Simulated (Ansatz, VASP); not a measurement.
# Pt in VASP and in Ansatz

```
Pt
1.0
    -1.58026    1.58026    1.58422
     1.58026   -1.58026    1.58422
     1.58818    1.58818   -1.58422
Pt
1
Direct
  0.00000 0.00000 0.00000
```

Change from the starting cell: strain +0.0050 x Voigt [0, 0, 0, 0, 0, 1], atoms carried along.

Alike in both runs: task single point; functional PBEsol; k mesh 22 × 22 × 22; occupations gaussian, width 0.15 eV; no spin polarisation.

|  | VASP | Ansatz |
| --- | --- | --- |
| version | VASP 6.6.1 | Ansatz 0.2.0 |
| potentials or method | VASP PAW PBE potentials, release 64 (Pt), cutoff 520 eV | scalar-relativistic, plane waves, PAW |
| valence electrons in the cell | 10 | 18 |

VASP gave:

| Quantity | Value |
| --- | --- |
| gap on the k mesh at the Fermi level (eV) | none |
| pressure (GPa) | -11.3 |
| traceless stress, the component that is largest in VASP (GPa) | -0.72 |

Task: Estimate Ansatz's values.

Result: gap on the k mesh at the Fermi level (eV): none; pressure (GPa): -10.9; traceless stress, the component that is largest in VASP (GPa): -0.72.

VASP's potentials were made for PBE, not for PBEsol. A gap of «none» marks a metal or a gap that the smearing closes. VASP's potentials hold 10 valence electrons a cell and Ansatz's 18, so a difference there can come from the potentials and not from the codes.

Spin-orbit coupling is off throughout.
